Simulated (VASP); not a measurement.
# InAs (Pm-3m) in VASP: a series of runs, part 2 of 3

VASP 6.6.1. The steps go on from the part before.

## (3) Single point, PBE

INCAR reads:

```
SYSTEM = InAs
PREC     = Accurate       ! precision mode
ENCUT    = 520            ! plane-wave cutoff, eV
EDIFF    = 1E-6           ! SCF threshold, eV
ISMEAR   = -1             ! smearing method
SIGMA    = 0.02           ! smearing width, eV
LREAL    = .FALSE.        ! projectors in reciprocal space
LASPH    = .TRUE.         ! aspherical terms in the spheres
NELM     = 100            ! most SCF steps
ALGO     = Normal         ! electronic algorithm
ISIF     = 2              ! what is computed and relaxed
LWAVE    = .FALSE.        ! write WAVECAR
LCHARG   = .FALSE.        ! write CHGCAR
GGA      = PE             ! functional
NBANDS   = 16             ! bands
```

KPOINTS reads:

```
Automatic mesh
0
G
  8 8 8
  0 0 0
```

POSCAR reads:

```
InAs
1.0
    3.5365410745      0.0000000000      0.0000000000
    0.0000000000      3.5365410745      0.0000000000
    0.0000000000      0.0000000000      3.5365410745
In As
1 1
Direct
    0.0000000000      0.0000000000      0.0000000000
    0.5000000000      0.5000000000      0.5000000000
```

Potentials or basis: VASP PAW PBE potentials, release 64 (In_d, As).

On the command line:

```sh
$ cat potpaw_PBE.64/In_d/POTCAR potpaw_PBE.64/As/POTCAR > POTCAR
$ mpirun -np 1 vasp_std > vasp.out
```

OUTCAR:

```text
SYSTEM = InAs
   PREC = Accurate
   ENCUT = 520
   EDIFF = 1E-6
   ISMEAR = -1
   LREAL = .FALSE.
   LASPH = .TRUE.
   NELM = 100
   ISIF = 2
   GGA = PE

 ion  position               nearest neighbor table
   1  0.000  0.000  0.000-   2 3.06   2 3.06   2 3.06   2 3.06   2 3.06   2 3.06   2 3.06   2 3.06

   2  0.500  0.500  0.500-   1 3.06   1 3.06   1 3.06   1 3.06   1 3.06   1 3.06   1 3.06   1 3.06

  LATTYP: Found a simple cubic cell.
 ALAT       =     3.5365410745

  Lattice vectors:

 A1 = (   3.5365410745,   0.0000000000,   0.0000000000)
 A2 = (   0.0000000000,   3.5365410745,   0.0000000000)
 A3 = (   0.0000000000,   0.0000000000,   3.5365410745)

Analysis of symmetry for initial positions (statically):
=====================================================================
 Subroutine PRICEL returns:
 Original cell was already a primitive cell.

 Routine SETGRP: Setting up the symmetry group for a
 simple cubic supercell.

 Subroutine GETGRP returns: Found 48 space group operations
 (whereof 48 operations were pure point group operations)
 out of a pool of 48 trial point group operations.

The static configuration has the point symmetry O_h .

Analysis of symmetry for dynamics (positions and initial velocities):
=====================================================================
 Subroutine PRICEL returns:
 Original cell was already a primitive cell.

 Routine SETGRP: Setting up the symmetry group for a
 simple cubic supercell.

 Subroutine GETGRP returns: Found 48 space group operations
 (whereof 48 operations were pure point group operations)
 out of a pool of 48 trial point group operations.

The dynamic configuration has the point symmetry O_h .

 Subroutine INISYM returns: Found 48 space group operations
 (whereof 48 operations are pure point group operations),
 and found     1 'primitive' translations

----------------------------------------------------------------------------------------

[... 106 lines left out ...]
   EFERMI =   0.00;   METHOD = LEGACY
   ISMEAR =    -1;   SIGMA  =   0.02  broadening in eV -4-tet -1-fermi 0-gaus
   EFERMI_NEDOS =   21; number of points for ismear=-14 and -15
   IALGO  =     38    algorithm
   IMIX   =      4    mixing-type and parameters
     AMIX     =   0.40;   BMIX     =  1.00
     AMIX_MAG =   1.60;   BMIX_MAG =  1.00
  volume/ion in A,a.u.               =      22.12       149.25
  Fermi-wavevector in a.u.,A,eV,Ry     =   1.213166  2.292552 20.024676  1.471772
  Thomas-Fermi vector in A             =   2.348627
   LORBIT       =      0    0 simple, 1 ext, 2 COOP (PROOUT), +10 PAW based schemes
   GGA     = PE    functional components
   LHFCALC =     F    Hartree Fock is set to
   AEXX    =    0.0000 exact exchange contribution
   IVDW    =     0    specifies the selected vdW correction
   LEPSILON=     F    determine dielectric tensor
   LRPA    =     F    only Hartree local field effects (RPA)
 non-spin polarized calculation
  energy-cutoff  :      520.00
  volume of cell :       44.23
 maximum number of plane-waves:      1213
 NGX is ok and might be reduce to    28
   NGX = 13   NGY = 13   NGZ = 13

 number of electron      18.0000010 magnetization

 Free energy of the ion-electron system (eV)
  ---------------------------------------------------
  ext. energy  EPLUGINS =         0.00000000
  ---------------------------------------------------
  free energy    TOTEN  =        -6.85094389 eV

  energy without entropy =       -6.84930498  energy(sigma->0) =       -6.85012443

 E-fermi :   7.1323     XC(G=0): -10.5773

 val. band max:        7.0996422823   @ k =   0.2500   0.1250   0.0000
 cond. band min:       7.1770701845   @ k =   0.5000   0.2500   0.1250
 fundamental gap:      0.0774279021
 Fermi energy:         7.1322772593

 k-point     1 :       0.0000    0.0000    0.0000
  band No.  band energies     occupation
      1      -7.4876      2.00000
      2      -7.4876      2.00000
      3      -7.2720      2.00000
      4      -7.2720      2.00000
      5      -7.2720      2.00000
      6      -5.6778      2.00000
[... 433 lines left out ...]
      3      -7.3573      2.00000
      4      -7.3415      2.00000
      5      -7.2020      2.00000
      6      -2.8315      2.00000
[... 8 lines left out ...]
     15      18.1842      0.00000
     16      18.7831      0.00000

 [... further k-points ...]
[... 5 lines left out ...]
  --------------------------------------------------------------------------------------
  -------------------------------------------------------------------------------------
  Total        0.5342456      0.5342456      0.5342456      0.0000000      0.0000000      0.0000000
  in kB       19.3515335     19.3515335     19.3515335      0.0000000      0.0000000      0.0000000
  external PRESSURE =      19.3515335 kB  Pullay stress =       0.0000000 kB

 VOLUME and BASIS-vectors are now :
 -----------------------------------------------------------------------------
  energy-cutoff  :      520.00
  volume of cell :       44.23
      direct lattice vectors                 reciprocal lattice vectors
     3.536541075  0.000000000  0.000000000     0.282762162  0.000000000  0.000000000
     0.000000000  3.536541075  0.000000000     0.000000000  0.282762162  0.000000000
     0.000000000  0.000000000  3.536541075     0.000000000  0.000000000  0.282762162

 POSITION                                       TOTAL-FORCE (eV/Angst)
 -----------------------------------------------------------------------------------
      0.00000      0.00000      0.00000         0.000000      0.000000      0.000000
      1.76827      1.76827      1.76827         0.000000      0.000000      0.000000
 -----------------------------------------------------------------------------------
    total drift:                               -0.000000      0.000000     -0.000000

  FREE ENERGIE OF THE ION-ELECTRON SYSTEM (eV)
  ---------------------------------------------------
  free  energy   TOTEN  =        -6.8509438869 eV

  energy  without entropy=       -6.8493049826  energy(sigma->0) =       -6.85012443
```

OSZICAR:

```text
N       E                     dE             d eps       ncg     rms          rms(c)
DAV:   1     0.110788854063E+03    0.11079E+03   -0.84123E+03  1120   0.130E+03
DAV:   2    -0.535765545797E+00   -0.11132E+03   -0.10656E+03  1240   0.307E+02
DAV:   3    -0.680537459613E+01   -0.62696E+01   -0.61953E+01  1464   0.688E+01
DAV:   4    -0.693584566674E+01   -0.13047E+00   -0.13045E+00  1368   0.102E+01
DAV:   5    -0.694142681518E+01   -0.55811E-02   -0.55810E-02  1624   0.194E+00    0.309E+00
DAV:   6    -0.686185744209E+01    0.79569E-01   -0.10783E-01  1528   0.630E+00    0.177E+00
DAV:   7    -0.685188480191E+01    0.99726E-02   -0.30838E-02  1648   0.221E+00    0.471E-01
DAV:   8    -0.685095746181E+01    0.92734E-03   -0.32672E-03  1432   0.726E-01    0.903E-02
DAV:   9    -0.685094991264E+01    0.75492E-05   -0.30571E-04  1496   0.161E-01    0.572E-02
DAV:  10    -0.685094495909E+01    0.49535E-05   -0.10798E-05  1392   0.258E-02    0.224E-02
DAV:  11    -0.685094389440E+01    0.10647E-05   -0.16695E-06  1016   0.187E-02    0.613E-03
DAV:  12    -0.685094388688E+01    0.75217E-08   -0.18248E-07   744   0.381E-03
   1 F= -.68509439E+01 E0= -.68501244E+01  d E =-.163890E-02
```

stdout:

```text
POSCAR found type information on POSCAR InAs
 POSCAR found :  2 types and       2 ions
 scaLAPACK will be used
 LDA part: xc-table for (Slater+PW92), standard interpolation
 POSCAR, INCAR and KPOINTS ok, starting setup
 FFT: planning ... GRIDC
 FFT: planning ... GRID_SOFT
 FFT: planning ... GRID
 WAVECAR not read
 entering main loop
```

Run time: 21 s. Hardware: 1 thread of Intel Xeon Platinum 8259CL at 2.50GHz (Skylake/Cascade Lake), shared host; peak memory 0.16 GiB.

What came out:

```yaml
Free_energy: -6.8509 eV
Pressure: 1.9 GPa
Band_gap_on_the_k_mesh: zero (band 9 reaches 8.07 eV, above the bottom of band 10 at 5.21 eV)
```

Caveat: spin-orbit coupling is left out, which moves the levels of the heavy elements.

## (4) Single point, PBE

This run uses another cell than the first one, of 22.79 Å³/atom, 1.030 times its volume.

Edit INCAR of step 3 so:

```diff
@@ -3,3 +3,3 @@
 ENCUT    = 520            ! plane-wave cutoff, eV
-EDIFF    = 1E-6           ! SCF threshold, eV
+EDIFF    = 1E-7           ! SCF threshold, eV
 ISMEAR   = -1             ! smearing method
@@ -8,3 +8,3 @@
 LASPH    = .TRUE.         ! aspherical terms in the spheres
-NELM     = 100            ! most SCF steps
+NELM     = 80             ! most SCF steps
 ALGO     = Normal         ! electronic algorithm
```

KPOINTS reads:

```
regular mesh
0
G
  8 8 8
  0 0 0
```

POSCAR reads:

```
InAs
1.0
    3.5720909852      0.0000000000      0.0000000000
    0.0000000000      3.5720909852      0.0000000000
    0.0000000000      0.0000000000      3.5720909852
In As
1 1
Direct
    0.0000000000      0.0000000000      0.0000000000
    0.5000000000      0.5000000000      0.5000000000
```

Potentials or basis: VASP PAW PBE potentials, release 64 (In_d, As).

On the command line:

```sh
$ cat potpaw_PBE.64/In_d/POTCAR potpaw_PBE.64/As/POTCAR > POTCAR
$ mpirun -np 1 vasp_std > vasp.out
```

OUTCAR:

```text
SYSTEM = InAs
   PREC = Accurate
   ENCUT = 520
   EDIFF = 1E-7
   ISMEAR = -1
   LREAL = .FALSE.
   LASPH = .TRUE.
   NELM = 80
   ISIF = 2
   GGA = PE

 ion  position               nearest neighbor table
   1  0.000  0.000  0.000-   2 3.09   2 3.09   2 3.09   2 3.09   2 3.09   2 3.09   2 3.09   2 3.09

   2  0.500  0.500  0.500-   1 3.09   1 3.09   1 3.09   1 3.09   1 3.09   1 3.09   1 3.09   1 3.09

  LATTYP: Found a simple cubic cell.
 ALAT       =     3.5720909852

  Lattice vectors:

 A1 = (   3.5720909852,   0.0000000000,   0.0000000000)
 A2 = (   0.0000000000,   3.5720909852,   0.0000000000)
 A3 = (   0.0000000000,   0.0000000000,   3.5720909852)

Analysis of symmetry for initial positions (statically):
=====================================================================
 Subroutine PRICEL returns:
 Original cell was already a primitive cell.

 Routine SETGRP: Setting up the symmetry group for a
 simple cubic supercell.

 Subroutine GETGRP returns: Found 48 space group operations
 (whereof 48 operations were pure point group operations)
 out of a pool of 48 trial point group operations.

The static configuration has the point symmetry O_h .

[... 154 lines left out ...]
  ext. energy  EPLUGINS =         0.00000000
  ---------------------------------------------------
  free energy    TOTEN  =        -6.85930280 eV

  energy without entropy =       -6.85748914  energy(sigma->0) =       -6.85839597

 E-fermi :   6.7879     XC(G=0): -10.4379

 val. band max:        6.7585434874   @ k =   0.2500   0.1250   0.0000
 cond. band min:       6.8283639223   @ k =   0.5000   0.2500   0.1250
 fundamental gap:      0.0698204349
 Fermi energy:         6.7878988045

 k-point     1 :       0.0000    0.0000    0.0000
  band No.  band energies     occupation
      1      -7.7965      2.00000
      2      -7.7965      2.00000
      3      -7.5996      2.00000
      4      -7.5996      2.00000
      5      -7.5996      2.00000
      6      -5.8124      2.00000
[... 433 lines left out ...]
      3      -7.6765      2.00000
      4      -7.6624      2.00000
      5      -7.5357      2.00000
      6      -3.1422      2.00000
[... 8 lines left out ...]
     15      17.6623      0.00000
     16      18.2487      0.00000

 [... further k-points ...]
[... 5 lines left out ...]
  --------------------------------------------------------------------------------------
  -------------------------------------------------------------------------------------
  Total        0.0033939      0.0033939      0.0033939     -0.0000000      0.0000000     -0.0000000
  in kB        0.1193015      0.1193015      0.1193015     -0.0000000      0.0000000     -0.0000000
  external PRESSURE =       0.1193015 kB  Pullay stress =       0.0000000 kB

 VOLUME and BASIS-vectors are now :
 -----------------------------------------------------------------------------
  energy-cutoff  :      520.00
  volume of cell :       45.58
      direct lattice vectors                 reciprocal lattice vectors
     3.572090985  0.000000000  0.000000000     0.279948076  0.000000000  0.000000000
     0.000000000  3.572090985  0.000000000     0.000000000  0.279948076  0.000000000
     0.000000000  0.000000000  3.572090985     0.000000000  0.000000000  0.279948076

 POSITION                                       TOTAL-FORCE (eV/Angst)
 -----------------------------------------------------------------------------------
      0.00000      0.00000      0.00000         0.000000      0.000000      0.000000
      1.78605      1.78605      1.78605         0.000000      0.000000      0.000000
 -----------------------------------------------------------------------------------
    total drift:                               -0.000000      0.000000     -0.000000

  FREE ENERGIE OF THE ION-ELECTRON SYSTEM (eV)
  ---------------------------------------------------
  free  energy   TOTEN  =        -6.8593028002 eV

  energy  without entropy=       -6.8574891387  energy(sigma->0) =       -6.85839597
```

OSZICAR:

```text
N       E                     dE             d eps       ncg     rms          rms(c)
DAV:   1     0.108199575239E+03    0.10820E+03   -0.82548E+03  1120   0.127E+03
DAV:   2    -0.710409620477E+00   -0.10891E+03   -0.10474E+03  1288   0.302E+02
DAV:   3    -0.681383649968E+01   -0.61034E+01   -0.60542E+01  1448   0.679E+01
DAV:   4    -0.694246703766E+01   -0.12863E+00   -0.12859E+00  1416   0.102E+01
DAV:   5    -0.694831641356E+01   -0.58494E-02   -0.58493E-02  1624   0.190E+00    0.290E+00
DAV:   6    -0.686954487514E+01    0.78772E-01   -0.10673E-01  1528   0.603E+00    0.166E+00
DAV:   7    -0.686019965704E+01    0.93452E-02   -0.29484E-02  1592   0.205E+00    0.462E-01
DAV:   8    -0.685930864046E+01    0.89102E-03   -0.30576E-03  1408   0.681E-01    0.845E-02
DAV:   9    -0.685930733834E+01    0.13021E-05   -0.27593E-04  1512   0.145E-01    0.542E-02
DAV:  10    -0.685930362098E+01    0.37174E-05   -0.91455E-06  1352   0.233E-02    0.200E-02
DAV:  11    -0.685930287113E+01    0.74985E-06   -0.16881E-06  1536   0.185E-02    0.513E-03
DAV:  12    -0.685930280025E+01    0.70879E-07   -0.53406E-08   824   0.195E-03
   1 F= -.68593028E+01 E0= -.68583960E+01  d E =-.181366E-02
```

stdout:

```text
POSCAR found type information on POSCAR InAs
 POSCAR found :  2 types and       2 ions
 scaLAPACK will be used
 LDA part: xc-table for (Slater+PW92), standard interpolation
 POSCAR, INCAR and KPOINTS ok, starting setup
 FFT: planning ... GRIDC
 FFT: planning ... GRID_SOFT
 FFT: planning ... GRID
 WAVECAR not read
 entering main loop
```

Run time: 23 s. Hardware: 1 thread of Intel Xeon Platinum 8259CL at 2.50GHz (Skylake/Cascade Lake), shared host; peak memory 0.17 GiB.

What came out:

```
Free energy            : -6.8593 eV
Pressure               : 0.0 GPa
Band gap on the k mesh : zero (band 9 reaches 7.68 eV, above the bottom of band 10 at 4.92 eV)
```

Caveat: spin-orbit coupling is left out, which moves the levels of the heavy elements.

[end of part 2 of 3]
